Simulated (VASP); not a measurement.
# Se (Pm-3m) in VASP: notebook

Runs on Se. Level: revPBE. Tasks: single point.

Everything below comes from runs of VASP 6.6.1. Logs are shortened: lines on timing, memory, paths and dates and some standing lists are left out, and cuts for length are marked.

### Step 1. The cell of the first run

Symmetry: Pm-3m, No. 221, cubic system. The conventional cell has a = 2.886 Å, b = 2.886 Å, c = 2.886 Å, α = 90.00°, β = 90.00°, γ = 90.00°. Se (site symmetry m-3m) has 6 Se at 2.89 Å within 3.8 Å.

### Step 2. Single point, revPBE (volume scaled by 1.04)

File INCAR:

```
SYSTEM = Se
PREC = Accurate
ENCUT = 520
EDIFF = 1E-7
ISMEAR = -1
SIGMA = 0.1
LREAL = .FALSE.
LASPH = .TRUE.
NELM = 60
ALGO = Normal
ISIF = 2
LWAVE = .FALSE.
LCHARG = .TRUE.
GGA = RE
LELF = .TRUE.
LVHAR = .TRUE.
NBANDS = 9
```

File KPOINTS:

```
regular mesh
0
G
  12 12 12
  0 0 0
```

File POSCAR:

```
Se
1.0
    2.8858778619      0.0000000000      0.0000000000
    0.0000000000      2.8858778619      0.0000000000
    0.0000000000      0.0000000000      2.8858778619
Se
1
Direct
    0.0000000000      0.0000000000      0.0000000000
```

Potentials or basis: VASP PAW PBE potentials, release 64 (Se).

Launch:

```bash
$ cat potpaw_PBE.64/Se/POTCAR > POTCAR
$ mpirun -np 1 vasp_std > vasp.out
```

OUTCAR:

```text
SYSTEM = Se
   PREC = Accurate
   ENCUT = 520
   EDIFF = 1E-7
   ISMEAR = -1
   LREAL = .FALSE.
   LASPH = .TRUE.
   NELM = 60
   ISIF = 2
   GGA = RE

 ion  position               nearest neighbor table
   1  0.000  0.000  0.000-

  LATTYP: Found a simple cubic cell.
 ALAT       =     2.8858778619

  Lattice vectors:

 A1 = (   2.8858778619,   0.0000000000,   0.0000000000)
 A2 = (   0.0000000000,   2.8858778619,   0.0000000000)
 A3 = (   0.0000000000,   0.0000000000,   2.8858778619)

Analysis of symmetry for initial positions (statically):
=====================================================================
 Subroutine PRICEL returns:
 Original cell was already a primitive cell.

 Routine SETGRP: Setting up the symmetry group for a
 simple cubic supercell.

 Subroutine GETGRP returns: Found 48 space group operations
 (whereof 48 operations were pure point group operations)
 out of a pool of 48 trial point group operations.

The static configuration has the point symmetry O_h .

Analysis of symmetry for dynamics (positions and initial velocities):
=====================================================================
 Subroutine PRICEL returns:
 Original cell was already a primitive cell.

 Routine SETGRP: Setting up the symmetry group for a
 simple cubic supercell.

 Subroutine GETGRP returns: Found 48 space group operations
 (whereof 48 operations were pure point group operations)
 out of a pool of 48 trial point group operations.

The dynamic configuration has the point symmetry O_h .

 Subroutine INISYM returns: Found 48 space group operations
 (whereof 48 operations are pure point group operations),
 and found     1 'primitive' translations

----------------------------------------------------------------------------------------

                                     Primitive cell

  volume of cell :      24.0344

  direct lattice vectors                    reciprocal lattice vectors
     2.885877862  0.000000000  0.000000000     0.346515011  0.000000000  0.000000000
     0.000000000  2.885877862  0.000000000     0.000000000  0.346515011  0.000000000
     0.000000000  0.000000000  2.885877862     0.000000000  0.000000000  0.346515011

  length of vectors
     2.885877862  2.885877862  2.885877862     0.346515011  0.346515011  0.346515011

  position of ions in fractional coordinates (direct lattice)
     0.000000000  0.000000000  0.000000000

  ion indices of the primitive-cell ions
   primitive index   ion index
                 1           1

----------------------------------------------------------------------------------------

 KPOINTS: regular mesh

Automatic generation of k-mesh.
 Grid dimensions read from file:
 generate k-points for:   12   12   12

 Generating k-lattice:

  Cartesian coordinates                     Fractional coordinates (reciprocal lattice)
     0.028876251  0.000000000  0.000000000     0.083333333  0.000000000  0.000000000
     0.000000000  0.028876251  0.000000000     0.000000000  0.083333333  0.000000000
     0.000000000  0.000000000  0.028876251     0.000000000  0.000000000  0.083333333

  Length of vectors
     0.028876251  0.028876251  0.028876251

  Shift w.r.t. Gamma in fractional coordinates (k-lattice)
     0.000000000  0.000000000  0.000000000

 Subroutine IBZKPT returns following result:
 ===========================================

 Found     84 irreducible k-points:

 Following reciprocal coordinates:
            Coordinates               Weight
  0.000000  0.000000  0.000000      1.000000
  0.083333  0.000000  0.000000      6.000000
  0.166667  0.000000  0.000000      6.000000
  0.250000  0.000000  0.000000      6.000000
  0.333333  0.000000  0.000000      6.000000
  0.416667  0.000000  0.000000      6.000000
[... 16 lines left out ...]
  0.333333  0.333333  0.000000     12.000000
  0.416667  0.333333  0.000000     24.000000
 [... further k-points ...]
   k-points           NKPTS =     84   k-points in BZ     NKDIM =     84   number of bands    NBANDS=      9
   number of dos      NEDOS =    301   number of ions     NIONS =      1
   total plane-waves  NPLWV =  13824
   dimension x,y,z NGX =    24 NGY =   24 NGZ =   24
   dimension x,y,z NGXF=    48 NGYF=   48 NGZF=   48
   ions per type =               1
   NGX,Y,Z   is equivalent  to a cutoff of  13.83, 13.83, 13.83 a.u.
   NGXF,Y,Z  is equivalent  to a cutoff of  27.65, 27.65, 27.65 a.u.
 SYSTEM =  Se
   PREC   = accura    normal or accurate (medium, high low for compatibility)
   ISTART =      0    job   : 0-new  1-cont  2-samecut
   ICHARG =      2    charge: 1-file 2-atom 10-const
   ISPIN  =      1    spin polarized calculation?
   LNONCOLLINEAR =      F non collinear calculations
   LSORBIT =      F    spin-orbit coupling
   LASPH  =      T    aspherical Exc in radial PAW
   ENCUT  =  520.0 eV  38.22 Ry    6.18 a.u.   5.37  5.37  5.37*2*pi/ulx,y,z
   NELM   =     60;   NELMIN=  2; NELMDL= -5     # of ELM steps
   EDIFF  = 0.1E-06   stopping-criterion for ELM
   LREAL  =      F    real-space projection
   EDIFFG = 0.1E-05   stopping-criterion for IOM
   NSW    =      0    number of steps for IOM
   IBRION =     -1    ionic relax: 0-MD 1-quasi-New 2-CG
   NFREE  =      0    steps in history (QN), initial steepest desc. (CG)
   ISIF   =      2    stress and relaxation
   ISYM   =      2    0-nonsym 1-usesym 2-fastsym
   POTIM  = 0.5000    time-step for ionic-motion
   TEBEG  =    0.0;   TEEND  =   0.0 temperature during run
   PSTRESS=    0.0 pullay stress
   NELECT =       6.0000    total number of electrons
   NUPDOWN=      -1.0000    fix difference up-down
   EMIN   =  10.00;   EMAX   =-10.00  energy-range for DOS
   EFERMI =   0.00;   METHOD = LEGACY
   ISMEAR =    -1;   SIGMA  =   0.10  broadening in eV -4-tet -1-fermi 0-gaus
   EFERMI_NEDOS =   21; number of points for ismear=-14 and -15
   IALGO  =     38    algorithm
   IMIX   =      4    mixing-type and parameters
     AMIX     =   0.40;   BMIX     =  1.00
     AMIX_MAG =   1.60;   BMIX_MAG =  1.00
  volume/ion in A,a.u.               =      24.03       162.19
  Fermi-wavevector in a.u.,A,eV,Ry     =   1.030815  1.947957 14.457266  1.062579
  Thomas-Fermi vector in A             =   2.164932
   LORBIT       =      0    0 simple, 1 ext, 2 COOP (PROOUT), +10 PAW based schemes
   GGA     = RE    functional components
   LHFCALC =     F    Hartree Fock is set to
   AEXX    =    0.0000 exact exchange contribution
   IVDW    =     0    specifies the selected vdW correction
   LEPSILON=     F    determine dielectric tensor
   LRPA    =     F    only Hartree local field effects (RPA)
 non-spin polarized calculation
  energy-cutoff  :      520.00
  volume of cell :       24.03
 maximum number of plane-waves:       672
 NGX is ok and might be reduce to    24
   NGX = 11   NGY = 11   NGZ = 11

 number of electron       6.0000000 magnetization

 Free energy of the ion-electron system (eV)
  ---------------------------------------------------
  ext. energy  EPLUGINS =         0.00000000
  ---------------------------------------------------
  free energy    TOTEN  =        -2.98786310 eV

  energy without entropy =       -2.96898167  energy(sigma->0) =       -2.97842239

 E-fermi :   4.0510     XC(G=0):  -9.5567

 val. band max:        4.0376836723   @ k =   0.3333   0.1667   0.1667
 cond. band min:       4.1010404007   @ k =   0.4167   0.1667   0.0833
 fundamental gap:      0.0633567284
 Fermi energy:         4.0509846848

 k-point     1 :       0.0000    0.0000    0.0000
  band No.  band energies     occupation
      1     -11.4564      2.00000
      2       5.3436      0.00000
      3       5.3436      0.00000
      4       5.3436      0.00000
      5      11.7250      0.00000
      6      11.9075      0.00000
      7      11.9075      0.00000
      8      25.5821      0.00000
      9      25.5821      0.00000

 k-point     2 :       0.0833    0.0000    0.0000
  band No.  band energies     occupation
      1     -11.3660      2.00000
      2       4.4148      0.05124
      3       5.4139      0.00000
      4       5.4139      0.00000
      5      11.8894      0.00000
      6      12.0019      0.00000
      7      12.9869      0.00000
      8      24.0186      0.00000
      9      24.0186      0.00000

 k-point     3 :       0.1667    0.0000    0.0000
  band No.  band energies     occupation
      1     -11.1032      2.00000
      2       2.5973      2.00000
      3       5.6141      0.00000
      4       5.6141      0.00000
      5      12.2317      0.00000
      6      12.2779      0.00000
      7      15.3467      0.00000
      8      21.9705      0.00000
      9      21.9705      0.00000

 k-point     4 :       0.2500    0.0000    0.0000
  band No.  band energies     occupation
      1     -10.6977      2.00000
      2       0.7458      2.00000
      3       5.9099      0.00000
      4       5.9099      0.00000
      5      12.7095      0.00000
      6      12.7917      0.00000
      7      17.6843      0.00000
      8      20.1568      0.00000
      9      20.1568      0.00000

 k-point     5 :       0.3333    0.0000    0.0000
  band No.  band energies     occupation
      1     -10.2160      2.00000
      2      -0.8352      2.00000
      3       6.2376      0.00000
      4       6.2376      0.00000
      5      13.2345      0.00000
      6      13.5609      0.00000
      7      18.2627      0.00000
      8      18.7218      0.00000
      9      18.7218      0.00000

 k-point     6 :       0.4167    0.0000    0.0000
  band No.  band energies     occupation
      1      -9.7889      2.00000
      2      -1.9398      2.00000
      3       6.5035      0.00000
      4       6.5035      0.00000
      5      13.7172      0.00000
      6      14.4961      0.00000
      7      17.2809      0.00000
      8      17.7850      0.00000
      9      17.7850      0.00000
[... 169 lines left out ...]
 k-point    21 :       0.4167    0.2500    0.0000
  band No.  band energies     occupation
      1      -9.0387      2.00000
      2      -1.2067      2.00000
      3       2.2571      2.00000
      4       7.0287      0.00000
      5      10.9154      0.00000
      6      15.0979      0.00000
      7      18.5768      0.00000
      8      19.6052      0.00000
      9      20.4022      0.00000

 k-point    22 :       0.5000    0.2500    0.0000
  band No.  band energies     occupation
      1      -8.8603      2.00000
      2      -1.6112      2.00000
      3       2.4094      2.00000
      4       7.1279      0.00000
      5      10.5542      0.00000
      6      15.4092      0.00000
      7      18.2623      0.00000
      8      19.2084      0.00000
      9      20.5120      0.00000

 k-point    23 :       0.3333    0.3333    0.0000
  band No.  band energies     occupation
      1      -8.9858      2.00000
      2       0.3293      2.00000
      3       0.3421      2.00000
      4       7.0812      0.00000
      5      10.3733      0.00000
      6      15.0940      0.00000
      7      19.7156      0.00000
      8      20.3694      0.00000
      9      20.8509      0.00000

 k-point    24 :       0.4167    0.3333    0.0000
  band No.  band energies     occupation
      1      -8.5629      2.00000
      2      -0.7512      2.00000
      3       0.7227      2.00000
      4       7.3279      0.00000
      5       9.3190      0.00000
      6      15.7336      0.00000
      7      19.0903      0.00000
      8      20.3047      0.00000
      9      20.5310      0.00000

 [... further k-points ...]
[... 5 lines left out ...]
  --------------------------------------------------------------------------------------
  -------------------------------------------------------------------------------------
  Total       -0.3441507     -0.3441507     -0.3441507     -0.0000000      0.0000000     -0.0000000
  in kB      -22.9416883    -22.9416883    -22.9416883     -0.0000000      0.0000000     -0.0000000
  external PRESSURE =     -22.9416883 kB  Pullay stress =       0.0000000 kB

 VOLUME and BASIS-vectors are now :
 -----------------------------------------------------------------------------
  energy-cutoff  :      520.00
  volume of cell :       24.03
      direct lattice vectors                 reciprocal lattice vectors
     2.885877862  0.000000000  0.000000000     0.346515011  0.000000000  0.000000000
     0.000000000  2.885877862  0.000000000     0.000000000  0.346515011  0.000000000
     0.000000000  0.000000000  2.885877862     0.000000000  0.000000000  0.346515011

 POSITION                                       TOTAL-FORCE (eV/Angst)
 -----------------------------------------------------------------------------------
      0.00000      0.00000      0.00000         0.000000      0.000000      0.000000
 -----------------------------------------------------------------------------------
    total drift:                                0.000000      0.000000      0.000000

  FREE ENERGIE OF THE ION-ELECTRON SYSTEM (eV)
  ---------------------------------------------------
  free  energy   TOTEN  =        -2.9878631045 eV

  energy  without entropy=       -2.9689816739  energy(sigma->0) =       -2.97842239
```

It took 26 s on 1 thread of Intel Xeon 8259CL, shared host; peak memory 0.15 GiB.

Results:

```
Free energy            : -2.9879 eV
Pressure               : -2.3 GPa
Band gap on the k mesh : zero (band 3 reaches 6.61 eV, above the bottom of band 4 at 0.95 eV)
```

Caveat: the PAW data sets were made with another functional, which shifts forces and pressure a little.

(Part 1 of 2 ends here.)
